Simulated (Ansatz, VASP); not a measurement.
Pb in VASP and in Ansatz

```xyz
2
Lattice="2.9824 0.0000 0.0000 -1.4912 2.5828 0.0000 0.0000 0.0000 4.9581" Properties=species:S:1:pos:R:3 pbc="T T T"
Pb    0.0000    1.7219    1.2395
Pb    1.4912    0.8609    3.7186
```

Change from the starting cell: volume scaled by 0.6, PAW files.

Alike in both runs: task single point; functional PBE; k mesh 14 × 14 × 8; occupations fermi-dirac, width 0.05 eV; no spin polarisation.

```csv
,VASP,Ansatz
version,VASP 6.6.1,Ansatz 0.2.0
potentials or method,"VASP PAW PBE potentials, release 64 (Pb_d)","PAW with Ansatz's default frozen-core files, scalar-relativistic"
plane-wave cutoff (eV),520,420
valence electrons in the cell,28,28
```

|  | VASP | Ansatz | Ansatz less VASP |
| --- | --- | --- | --- |
| pressure (GPa) | 70.7 | 70.8 | +0.15 |

Both programs put the cell under a high pressure, so it lies far from rest at this level.

Neither program's run includes spin-orbit coupling. Noted on VASP's run: the cell as given lies far from equilibrium.
